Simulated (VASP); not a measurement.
LiF, 2 atoms in the cell. The structure is trigonal, space group R-3m (No. 166). Conventional cell: a = 2.806 Å, b = 2.806 Å, c = 7.186 Å, α = 90.00°, β = 90.00°, γ = 120.00°. Within 2.7 Å of Li (site symmetry -3m) lie 6 F at 2.01 Å. F (site symmetry -3m) has 6 Li at 2.01 Å within 2.7 Å.  This cell differs from its parent crystal: equal xy, yz and zx shear strains of +3 %.

```yaml
Program: VASP 6.6.1
Task: single point
Functional: LDA
Potentials_or_basis: VASP PAW LDA potentials, release 64 (Li_sv, F)
Cutoff: 520 eV
k_mesh: 10 × 10 × 10
Occupations: fermi-dirac, width 0.03 eV
Spin: no spin polarisation
Dipole_correction: no
Further_INCAR_settings: ALGO = Normal; EDIFF = 1e-06; NBANDS = 12
```

Potentials or basis: VASP PAW LDA potentials, release 64 (Li_sv, F).

The run is started by

```console
$ cat potpaw_LDA.64/Li_sv/POTCAR potpaw_LDA.64/F/POTCAR > POTCAR
$ mpirun -np 1 vasp_std > vasp.out
```

Hardware: 1 thread of AMD EPYC 7R13 Processor (Zen 3) (shared host).

**Question.** Estimate the wall time of this run.

**Answer.** Run time: 17 s on 1 thread of AMD EPYC 7R13 Processor (Zen 3) (shared host), peak memory 0.1 GiB. Counts: scf iterations 11, k points 116.
